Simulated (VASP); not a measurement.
# CdSe: single point with PBEsol

CdSe:

```xyz
2
Lattice="0.0000 2.9620 2.9620 2.9620 0.0000 2.9620 2.9620 2.9620 0.0000" Properties=species:S:1:pos:R:3 pbc="T T T"
Cd    0.0000    0.0000    0.0000
Se    1.4810    1.4810    1.4810
```

- Program: VASP 6.6.1
- Task: single point
- Functional: PBEsol
- Potentials or basis: VASP PAW PBE potentials, release 64 (Cd, Se)
- Cutoff: 520 eV
- k mesh: 8 × 8 × 8
- Occupations: fermi-dirac, width 0.05 eV
- Spin: no spin polarisation
- Dipole correction: no
- Further INCAR settings: ALGO = Normal; EDIFF = 1e-07; NBANDS = 16

```yaml
Pressure: 5.4 GPa
Band_gap_on_the_k_mesh: 0.64 eV, direct
```

Levels at points of the mesh, in eV from the valence-band top:
```tsv
k point	band 6	band 7	band 8	band 9	band 10	band 11	band 12	band 13
(0.00, 0.00, 0.00)	-7.75	0.00	0.00	0.00	0.64	5.84	5.84	5.84
(0.50, 0.00, 0.00)	-7.40	-4.95	-0.88	-0.88	2.37	6.36	6.36	7.47
(0.50, 0.50, 0.00)	-7.32	-4.51	-2.17	-2.17	2.84	3.72	9.38	10.60
```

It took 33 s on 1 thread of Intel(R) Xeon(R) Platinum 8488C (Sapphire Rapids) (shared host), peak memory 0.18 GiB.

Caveat: the PAW data sets were made with another functional, which shifts forces and pressure a little.
